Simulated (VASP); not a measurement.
Here is a VASP 6.6.1 calculation.

File INCAR:

```
ALGO = Normal ; EDIFF = 1E-6
ENCUT = 500 ; GGA = PE
GGA_COMPAT = F ; ISIF = 2
ISMEAR = 0 ; LASPH = T
LCHARG = F ; LMAXMIX = 6
LREAL = F ; LWAVE = F
NBANDS = 29 ; NELM = 200
PREC = Accurate ; SIGMA = 0.1
```

KPOINTS

```
k-points
0
Gamma
  8 8 8
```

The input POSCAR:

```
Tb4S
1.0
   -3.2999513121      3.2999513121      3.2999513121
    3.2999513121     -3.2999513121      3.2999513121
    3.2999513121      3.2999513121     -3.2999513121
Tb S
4 1
Direct
    0.0000000000      0.0000000000      0.5000000000
    0.5000000000      0.0000000000      0.0000000000
    0.0000000000      0.5000000000      0.0000000000
    0.5000000000      0.5000000000      0.5000000000
    0.0000000000      0.0000000000      0.0000000000
```

Potentials or basis: VASP PAW PBE potentials, release 64 (Tb_3, S), 4f in core.

Run with:

```sh
$ cat potpaw_PBE.64/Tb_3/POTCAR potpaw_PBE.64/S/POTCAR > POTCAR
$ mpirun -np 1 vasp_std > vasp.out
```

Task: Predict the band gap on the k mesh.

Result: Zero (bands 21 and 22 overlap by 0.90 eV).

Task: Estimate the pressure.

Result: 0.2 GPa.

Caveat: spin-orbit coupling is left out, which moves the levels of the heavy elements; the 4f electrons are frozen in the core, so they carry no moment and show no levels; the run has no spin polarisation, though such a crystal can be magnetic. With open d or f shells a metallic result of PBE can be an artefact of self-interaction; +U or a hybrid may open a gap.
